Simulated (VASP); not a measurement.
# O in VASP: notebook

Runs on O. Level: PBE+D3(BJ). Tasks: single point.

All numbers are computed with VASP 6.6.1; they aren't measurements. Logs are shortened: lines on timing, memory, paths and dates and some standing lists are left out, and cuts for length are marked.

**1. The cell of the first run**

The cell holds an amorphous packing of atoms, 24 atoms: a = 7.670 Å, b = 7.670 Å, c = 7.670 Å, α = 90.00°, β = 90.00°, γ = 90.00°.

**2. Single point, PBE+D3(BJ), collinear spin, ferromagnetic start**

Input file INCAR:

```
PREC = Accurate
ENCUT = 520
EDIFF = 1E-6
ISMEAR = -1
SIGMA = 0.02
LREAL = Auto
LASPH = T
NELM = 150
ALGO = Normal
ISIF = 2
LWAVE = F
LCHARG = F
ISPIN = 2
MAGMOM = 1 1 1 1 1 1 1 1 1 1 1 1 1 1 1 1 1 1 1 1 1 1 1 1
LORBIT = 11
GGA = PE
IVDW = 12
NBANDS = 94
```

Input file KPOINTS:

```
regular mesh
0
Gamma
  1 1 1
```

Input file POSCAR:

```
O
1.0
    7.6699000000      0.0000000000      0.0000000000
    0.0000000000      7.6699000000      0.0000000000
    0.0000000000      0.0000000000      7.6699000000
O
24
Direct
    0.9497255505      0.3458584858      0.2782565614
    0.8593984276      0.2332624936      0.3436681052
    0.4666292911      0.7390969895      0.8460214605
    0.4346992790      0.7888499198      0.6993441896
    0.7071669774      0.0264931746      0.6278439093
    0.6143365624      0.1440696750      0.5794469289
    0.6248190980      0.6261880859      0.2414894588
    0.5447919790      0.7637648470      0.2375650269
    0.1015006715      0.4635262520      0.9638847964
    0.1519967666      0.4912710726      0.8167120823
   -0.0468063469      0.8191892984      0.4651168855
    0.0665849620      0.7615223145      0.3724168503
    0.7642081383      0.4224175022      0.7992281516
    0.7707923180      0.5024837351      0.6614558208
    0.2152309678      0.1124004224      0.0967157329
    0.2542014889     -0.0267539342      0.0311346954
    0.3563019075      0.4633697962      0.4687153679
    0.2870441596      0.4475547269      0.3255061996
    0.5396159011      0.1889333629      0.2029752670
    0.5732278126      0.1801066507      0.0426993833
    0.8060470150      0.9208594636     -0.0025554440
    0.8958004668      0.8158124617     -0.0785799033
    0.1305232141      0.0462717897      0.6913127942
    0.1651912020      0.1036258621      0.5431100797
```

Potentials or basis: VASP PAW PBE potentials, release 64 (O).

Started as:

```bash
> cat potpaw_PBE.64/O/POTCAR > POTCAR
> mpirun -np 1 vasp_gam > vasp.out
```

OUTCAR:

```text
PREC = Accurate
   ENCUT = 520
   EDIFF = 1E-6
   ISMEAR = -1
   LREAL = Auto
   LASPH = T
   NELM = 150
   ISIF = 2
   ISPIN = 2
   LORBIT = 11
   GGA = PE
   IVDW = 12
 IVDW          = 12

 ion  position               nearest neighbor table
   1  0.950  0.346  0.278-   2 1.22
   2  0.859  0.233  0.344-   1 1.22
   3  0.467  0.739  0.846-   4 1.21
   4  0.435  0.789  0.699-   3 1.21
   5  0.707  0.026  0.628-   6 1.21
   6  0.614  0.144  0.579-   5 1.21
[... 16 lines left out ...]
  23  0.131  0.046  0.691-  24 1.25
  24  0.165  0.104  0.543-  23 1.25

  LATTYP: Found a simple cubic cell.
 ALAT       =     7.6699000000

  Lattice vectors:

 A1 = (   7.6699000000,   0.0000000000,   0.0000000000)
 A2 = (   0.0000000000,   7.6699000000,   0.0000000000)
 A3 = (   0.0000000000,   0.0000000000,   7.6699000000)

Analysis of symmetry for initial positions (statically):
=====================================================================
 Subroutine PRICEL returns:
 Original cell was already a primitive cell.

 Routine SETGRP: Setting up the symmetry group for a
 simple cubic supercell.

 Subroutine GETGRP returns: Found  1 space group operations
 (whereof  1 operations were pure point group operations)
 out of a pool of 48 trial point group operations.

The static configuration has the point symmetry C_1 .

Analysis of symmetry for dynamics (positions and initial velocities):
=====================================================================
 Subroutine PRICEL returns:
 Original cell was already a primitive cell.

 Routine SETGRP: Setting up the symmetry group for a
 simple cubic supercell.

 Subroutine GETGRP returns: Found  1 space group operations
 (whereof  1 operations were pure point group operations)
 out of a pool of 48 trial point group operations.

The dynamic configuration has the point symmetry C_1 .

Analysis of structural, dynamic, and magnetic symmetry:
=====================================================================
 Subroutine PRICEL returns:
 Original cell was already a primitive cell.

 Routine SETGRP: Setting up the symmetry group for a
 simple cubic supercell.

 Subroutine GETGRP returns: Found  1 space group operations
 (whereof  1 operations were pure point group operations)
[... 158 lines left out ...]
   NGX = 29   NGY = 29   NGZ = 29

 number of electron     143.9999979 magnetization      23.9999984

 Free energy of the ion-electron system (eV)
  ---------------------------------------------------
  ext. energy  EPLUGINS =         0.00000000
  ---------------------------------------------------
  free energy    TOTEN  =      -117.91962289 eV

  energy without entropy =     -117.91962289  energy(sigma->0) =     -117.91962289

 E-fermi :  -2.1655     XC(G=0):  -6.9725

 val. band max:       -2.6518751704   @ k =   0.0000   0.0000   0.0000
 cond. band min:      -1.2838794275   @ k =   0.0000   0.0000   0.0000
 fundamental gap:      1.3679957429
 Fermi energy:        -2.1654648470

 spin component 1

 k-point     1 :       0.0000    0.0000    0.0000
  band No.  band energies     occupation
      1     -29.2373      1.00000
      2     -29.2170      1.00000
      3     -29.1998      1.00000
      4     -29.1215      1.00000
      5     -29.0993      1.00000
      6     -29.0185      1.00000
[... 76 lines left out ...]
     83      -2.7246      1.00000
     84      -2.6519      1.00000
 Fermi energy:        -2.1654648470

 spin component 2

 k-point     1 :       0.0000    0.0000    0.0000
  band No.  band energies     occupation
      1     -28.0408      1.00000
      2     -28.0200      1.00000
      3     -28.0019      1.00000
      4     -27.9210      1.00000
      5     -27.8984      1.00000
      6     -27.8142      1.00000
[... 76 lines left out ...]
     83      -0.3322      0.00000
     84      -0.2542      0.00000
 [bands above 84 left out]

------------------------ aborting loop because EDIFF is reached ----------------------------------------

 Edisp (eV)   -0.98859

 E8    (eV) :    -0.2327

  FORCE on cell =-STRESS in cart. coord.  units (eV):
  Direction    XX          YY          ZZ          XY          YZ          ZX
  --------------------------------------------------------------------------------------
  -------------------------------------------------------------------------------------
  Total       7.66770     7.37562     4.68605    -2.01266     0.05497    -1.00449
  in kB      27.22741    26.19027    16.63981    -7.14680     0.19520    -3.56689
  external pressure =       23.35 kB  Pullay stress =        0.00 kB

 VOLUME and BASIS-vectors are now :
 -----------------------------------------------------------------------------
  energy-cutoff  :      520.00
  volume of cell :      451.20
      direct lattice vectors                 reciprocal lattice vectors
     7.669900000  0.000000000  0.000000000     0.130379796  0.000000000  0.000000000
     0.000000000  7.669900000  0.000000000     0.000000000  0.130379796  0.000000000
     0.000000000  0.000000000  7.669900000     0.000000000  0.000000000  0.130379796

 POSITION                                       TOTAL-FORCE (eV/Angst)
 -----------------------------------------------------------------------------------
      7.28430      2.65270      2.13420         0.609234      0.956117     -0.507002
      6.59150      1.78910      2.63590        -0.528004     -0.887322      0.451309
      3.57900      5.66880      6.48890         0.356642     -0.542898      1.344943
      3.33410      6.05040      5.36390        -0.368764      0.404571     -1.412789
      5.42390      0.20320      4.81550         1.149641     -1.365902      0.621200
      4.71190      1.10500      4.44430        -1.352108      1.369009     -0.471436
[... 16 lines left out ...]
      1.00110      0.35490      5.30230         0.267653      0.521079     -0.947619
      1.26700      0.79480      4.16560        -0.119626     -0.293207      1.001019
 -----------------------------------------------------------------------------------
    total drift:                               -0.006656      0.012244      0.010297

  FREE ENERGIE OF THE ION-ELECTRON SYSTEM (eV)
  ---------------------------------------------------
  free  energy   TOTEN  =      -118.9082110462 eV

  energy  without entropy=     -118.9082110462  energy(sigma->0) =     -118.90821105

 total charge

# of ion       s       p       d       tot
------------------------------------------
    1        1.614   3.304   0.000   4.917
    2        1.613   3.309   0.000   4.922
    3        1.612   3.309   0.000   4.922
    4        1.612   3.309   0.000   4.921
    5        1.613   3.320   0.000   4.933
    6        1.613   3.317   0.000   4.930
[... 16 lines left out ...]
   23        1.612   3.258   0.000   4.871
   24        1.612   3.258   0.000   4.870
--------------------------------------------------
tot         38.705  79.117   0.000 117.823

 magnetization (x)

# of ion       s       p       d       tot
------------------------------------------
    1        0.011   0.802   0.000   0.813
    2        0.011   0.799   0.000   0.810
    3        0.010   0.797   0.000   0.807
    4        0.010   0.800   0.000   0.811
    5        0.010   0.796   0.000   0.806
    6        0.010   0.798   0.000   0.809
[... 16 lines left out ...]
   23        0.011   0.804   0.000   0.815
   24        0.010   0.804   0.000   0.815
--------------------------------------------------
tot          0.254  19.198   0.000  19.452
```

OSZICAR:

```text
N       E                     dE             d eps       ncg     rms          rms(c)
DAV:   1     0.142065629204E+04    0.14207E+04   -0.85276E+04   384   0.146E+03
DAV:   2     0.151049948322E+02   -0.14056E+04   -0.13530E+04   482   0.363E+02
DAV:   3    -0.114120483902E+03   -0.12923E+03   -0.12258E+03   400   0.116E+02
DAV:   4    -0.117150753653E+03   -0.30303E+01   -0.30166E+01   472   0.181E+01
DAV:   5    -0.117222935075E+03   -0.72181E-01   -0.72110E-01   448   0.264E+00    0.225E+01
DAV:   6    -0.117388227368E+03   -0.16529E+00   -0.13782E+01   416   0.147E+01    0.105E+01
DAV:   7    -0.117932403064E+03   -0.54418E+00   -0.25366E+00   416   0.689E+00    0.512E+00
DAV:   8    -0.117887998160E+03    0.44405E-01   -0.78842E-01   416   0.347E+00    0.153E+00
DAV:   9    -0.117916298718E+03   -0.28301E-01   -0.81106E-02   416   0.120E+00    0.716E-01
DAV:  10    -0.117919233412E+03   -0.29347E-02   -0.90167E-03   416   0.424E-01    0.182E-01
DAV:  11    -0.117919582551E+03   -0.34914E-03   -0.93066E-04   424   0.148E-01    0.679E-02
DAV:  12    -0.117919623643E+03   -0.41092E-04   -0.17180E-04   440   0.599E-02    0.300E-02
DAV:  13    -0.117919622178E+03    0.14648E-05   -0.44202E-05   432   0.346E-02    0.168E-02
DAV:  14    -0.117919623258E+03   -0.10800E-05   -0.11070E-05   416   0.171E-02    0.832E-03
DAV:  15    -0.117919622889E+03    0.36873E-06   -0.35122E-06   392   0.103E-02
   1 F= -.11890821E+03 E0= -.11890821E+03  d E =-.146132E-10  mag=    24.0000
```

stdout:

```text
POSCAR found type information on POSCAR O
 POSCAR found :  1 types and      24 ions
 scaLAPACK will be used
 LDA part: xc-table for (Slater+PW92), standard interpolation
 POSCAR, INCAR and KPOINTS ok, starting setup
 FFT: planning ... GRIDC
 FFT: planning ... GRID_SOFT
 FFT: planning ... GRID
 WAVECAR not read
 entering main loop
```

It took 83 s on 1 thread of AMD EPYC 9R14 (Zen 4), shared host; peak memory 0.55 GiB.

Results:

| Property | Result |
| --- | --- |
| Free energy | -118.9082 eV |
| Pressure | 2.3 GPa |
| Largest force | 2.055 eV/Å |
| Band gap on the k mesh | 1.37 eV |
| Net moment | 24.00 μB per cell |
| Site moments | O +0.81, +0.80, +0.82 μB |
| Valence electrons inside the program's atomic spheres | O 4.92, 4.93, 4.91, 4.90, 4.86, 4.87 |
| Dispersion energy per atom | -0.041 eV |

Forces on the atoms (eV/Å):
```
O    0.609  0.956 -0.507
O   -0.528 -0.887  0.451
O    0.357 -0.543  1.345
O   -0.369  0.405 -1.413
O    1.150 -1.366  0.621
O   -1.352  1.369 -0.471
O    0.514 -0.719 -0.021
O   -0.466  0.747  0.068
O   -0.401 -0.217  1.469
O    0.527  0.256 -1.482
O   -1.524  0.544  1.054
O    1.446 -0.764 -1.244
O   -0.084 -0.330  0.579
O   -0.007  0.383 -0.624
O   -0.558  0.951  0.430
O    0.210 -1.085 -0.346
O    0.194  0.020  0.449
O   -0.109 -0.002 -0.375
O    0.419 -0.109 -1.670
O   -0.337  0.274  1.637
O   -0.863  1.133  0.870
O    1.025 -1.242 -0.875
O    0.268  0.521 -0.948
O   -0.120 -0.293  1.001
```

Stress tensor (GPa, compression positive):
```
 2.72 -0.71 -0.36
-0.71  2.62  0.02
-0.36  0.02  1.66
```

Levels at points of the mesh, in eV from the valence-band top:
Spin up:
```csv
k point,band 81,band 82,band 83,band 84,band 85,band 86,band 87,band 88
"(0.00, 0.00, 0.00)",-0.10,-0.09,-0.07,0.00,6.54,7.37,7.64,7.88
```
Spin down:
```csv
k point,band 56,band 57,band 58,band 59,band 60,band 61,band 62,band 63,band 64,band 65
"(0.00, 0.00, 0.00)",-4.67,-4.63,-4.55,-4.48,-4.23,1.37,1.48,1.54,1.55,1.66
```

Caveat: the k points lie up to 0.82 Å⁻¹ apart; the standard files for N, O and F lose accuracy on very short bonds.

**3. Single point, PBE+D3(BJ), collinear spin, ferromagnetic start**

Input file INCAR:

```
PREC = Accurate ; ENCUT = 520
EDIFF = 1E-7 ; ISMEAR = -1
SIGMA = 0.02 ; LREAL = Auto
LASPH = True ; NELM = 150
ALGO = Normal ; ISIF = 2
LWAVE = False ; LCHARG = False
ISPIN = 2 ; MAGMOM = 1 1 1 1 1 1 1 1 1 1 1 1 1 1 1 1 1 1 1 1 1 1 1 1
LORBIT = 11 ; GGA = PE
IVDW = 12 ; NBANDS = 94
```

Input file KPOINTS:

```
Automatic mesh
0
Gamma
  1 1 1
```

Input file POSCAR:

```
O
1.0
    7.6699000000      0.0000000000      0.0000000000
    0.0000000000      7.6699000000      0.0000000000
    0.0000000000      0.0000000000      7.6699000000
O
24
Direct
    0.9524635263      0.3226639200      0.2353355324
    0.8720191919      0.2366132544      0.3359365833
    0.4632524544      0.7059805213      0.8044694194
    0.3906309078      0.8131787898      0.7103091305
    0.6918473513      0.0363629252      0.6562275910
    0.5956009857      0.1360513175      0.5829671834
    0.6312207460      0.6232936544      0.2451661691
    0.5448180550      0.7564375024      0.2425716111
    0.0738731926      0.4639173914      0.9180823740
    0.1493891707      0.4856908174      0.7810792840
   -0.0372755838      0.8203887926      0.4718835969
    0.0913440853      0.7501271203      0.4114655993
    0.7376236978      0.4441518142      0.7545730714
    0.7702707988      0.5619760362      0.6533722734
    0.2155178034      0.0897273758      0.1287630869
    0.2638887078     -0.0437163457      0.0600138203
    0.3805003977      0.4319352273      0.4550906791
    0.3002777090      0.4620659983      0.3244240472
    0.5478428663      0.2245009713      0.1915148829
    0.5707375585      0.1741352560      0.0395181163
    0.8422143705      0.9297122518      0.0379014068
    0.9235713634      0.8378336093     -0.0579147055
    0.1258686554      0.0810962333      0.7039726724
    0.1367944823      0.1348518234      0.5510371713
```

Potentials or basis: VASP PAW PBE potentials, release 64 (O).

Started as:

```bash
> cat potpaw_PBE.64/O/POTCAR > POTCAR
> mpirun -np 1 vasp_gam > vasp.out
```

It took 92 s on 1 thread of AMD EPYC 9R14 (Zen 4), shared host; peak memory 0.56 GiB.

Results (log left out):

* Free energy: -118.7860 eV
* Pressure: 3.3 GPa
* Largest force: 3.747 eV/Å
* Band gap on the k mesh: 1.30 eV
* Net moment: 24.00 μB per cell
* Site moments: O +0.80, +0.81, +0.82 μB
* Valence electrons inside the program's atomic spheres: O 4.96, 4.97, 4.90, 4.94, 4.91, 4.92, 4.93, 4.95, 4.88, 4.87
* Dispersion energy per atom: -0.041 eV

Forces in eV/Å, atoms in the order of the input:
```
O    1.853  2.176 -2.423
O   -1.922 -2.054  2.441
O    0.103 -0.139  0.254
O   -0.130  0.108 -0.209
O    1.544 -1.510  1.127
O   -1.573  1.467 -1.114
O    0.739 -0.884 -0.052
O   -0.590  0.989  0.024
O   -0.666 -0.207  1.470
O    0.790  0.198 -1.427
O   -1.092  0.512  0.408
O    1.006 -0.546 -0.518
O   -0.292 -0.849  0.733
O    0.235  0.776 -0.771
O   -0.648  1.438  0.736
O    0.536 -1.576 -0.701
O    1.372 -0.496  2.372
O   -1.471  0.500 -2.268
O    0.153 -0.240 -0.646
O   -0.072  0.336  0.474
O   -1.611  1.826  1.971
O    1.591 -1.949 -2.002
O    0.060  0.433 -0.886
O    0.085 -0.308  1.008
```

Stress tensor (GPa, compression positive):
```
 3.66 -0.92 -0.70
-0.92  3.42 -0.50
-0.70 -0.50  2.96
```

Levels at points of the mesh, in eV from the valence-band top:
Spin up:
| k point | band 82 | band 83 | band 84 | band 85 | band 86 | band 87 |
| --- | --- | --- | --- | --- | --- | --- |
| (0.00, 0.00, 0.00) | -0.17 | -0.11 | 0.00 | 6.41 | 7.30 | 7.57 |
Spin down:
```
           k point  band 58  band 59  band 60  band 61  band 62  band 63
(0.00, 0.00, 0.00)    -4.79    -4.68    -4.57     1.30     1.35     1.38
```

Caveat: the k points lie up to 0.82 Å⁻¹ apart; the standard files for N, O and F lose accuracy on very short bonds.

**4. Single point, PBE+D3(BJ), collinear spin, ferromagnetic start**

Input file INCAR:

```
SYSTEM = O
PREC = Accurate ; ENCUT = 520
EDIFF = 1E-6 ; ISMEAR = -1
SIGMA = 0.02 ; LREAL = Auto
LASPH = .True. ; NELM = 150
ALGO = Normal ; ISIF = 2
LWAVE = .False. ; LCHARG = .False.
ISPIN = 2 ; MAGMOM = 1 1 1 1 1 1 1 1 1 1 1 1 1 1 1 1 1 1 1 1 1 1 1 1
LORBIT = 11 ; GGA = PE
IVDW = 12 ; NBANDS = 94
```

Input file KPOINTS:

```
regular mesh
0
Gamma
  1 1 1
  0 0 0
```

Input file POSCAR:

```
O
1.0
    7.6699000000      0.0000000000      0.0000000000
    0.0000000000      7.6699000000      0.0000000000
    0.0000000000      0.0000000000      7.6699000000
O
24
Direct
    0.9209376915      0.3343459498      0.2358961655
    0.8862697036      0.2327148985      0.3495743100
    0.4702799254      0.7126820428      0.8362690517
    0.4043468624      0.7766594089      0.7060587491
    0.6504387280      0.0456720427      0.6659669618
    0.5438271685      0.0949947196      0.5645705941
    0.6538937926      0.6427072061      0.2508637662
    0.5370213432      0.7505052217      0.2130536252
    0.1001968735      0.4700973937      0.9049792044
    0.1531832227      0.4583892880      0.7544166156
   -0.0403916609      0.8051343564      0.4389366224
    0.1023351022      0.7375193940      0.4259899086
    0.7412482562      0.4453121944      0.7099179911
    0.7542210459      0.5932280734      0.6544805017
    0.2209155269      0.0919177564      0.1238216926
    0.2345402156     -0.0534296405      0.0610047067
    0.3675927978      0.4268764912      0.4615705550
    0.2859620073      0.4338518103      0.3300043025
    0.5800206000      0.2090900794      0.1419314463
    0.5520802097      0.1859607035     -0.0135203849
    0.8414712056      0.9208073117      0.0585274906
    0.9274306054      0.8102843583     -0.0181749436
    0.1909412117      0.1257252376      0.7083273576
    0.1401452431      0.1518794248      0.5591728706
```

Started as:

```bash
> cat potpaw_PBE.64/O/POTCAR > POTCAR
> mpirun -np 1 vasp_gam > vasp.out
```

It took 83 s on 1 thread of AMD EPYC 9R14 (Zen 4), shared host; peak memory 0.55 GiB.

It converged, with:

* Free energy: -118.7775 eV
* Pressure: 3.0 GPa
* Largest force: 3.704 eV/Å
* Band gap on the k mesh: 1.39 eV
* Net moment: 24.00 μB per cell
* Site moments: O +0.81, +0.80, +0.82 μB
* Valence electrons inside the program's atomic spheres: O 4.94, 4.95, 4.91, 4.96, 4.86, 4.90, 4.92
* Dispersion energy per atom: -0.041 eV

Forces on the atoms (eV/Å):
```
O    0.587  1.802 -1.981
O   -0.711 -1.687  1.872
O    0.180 -0.287  0.658
O   -0.377  0.210 -0.588
O    2.578 -1.127  2.213
O   -2.347  1.154 -2.404
O   -1.044  0.873 -0.344
O    0.953 -0.931  0.430
O   -0.104  0.014  0.416
O    0.055  0.310 -0.208
O   -1.158  0.659  0.091
O    1.176 -0.497 -0.104
O   -0.133 -1.254  0.477
O    0.195  1.118 -0.503
O   -0.167  0.944  0.452
O    0.265 -0.890 -0.321
O    2.074 -0.095  3.048
O   -1.883  0.130 -3.187
O    0.048  0.091  0.549
O   -0.076  0.023 -0.542
O   -0.255  0.438  0.213
O    0.085 -0.504 -0.381
O    0.125 -0.360  0.487
O   -0.065 -0.135 -0.343
```

Stress tensor (GPa, compression positive):
```
 2.73 -0.13  1.05
-0.13  2.41 -0.82
 1.05 -0.82  3.86
```

Levels at points of the mesh, in eV from the valence-band top:
Spin up:
```tsv
k point	band 80	band 81	band 82	band 83	band 84	band 85	band 86	band 87	band 88
(0.00, 0.00, 0.00)	-0.19	-0.13	-0.09	-0.04	0.00	6.51	7.44	7.60	7.76
```
Spin down:
```tsv
k point	band 57	band 58	band 59	band 60	band 61	band 62	band 63	band 64
(0.00, 0.00, 0.00)	-4.73	-4.65	-4.56	-4.48	1.39	1.43	1.48	1.51
```

Caveat: the k points lie up to 0.82 Å⁻¹ apart; the standard files for N, O and F lose accuracy on very short bonds.

(Part 1 of 2 ends here.)
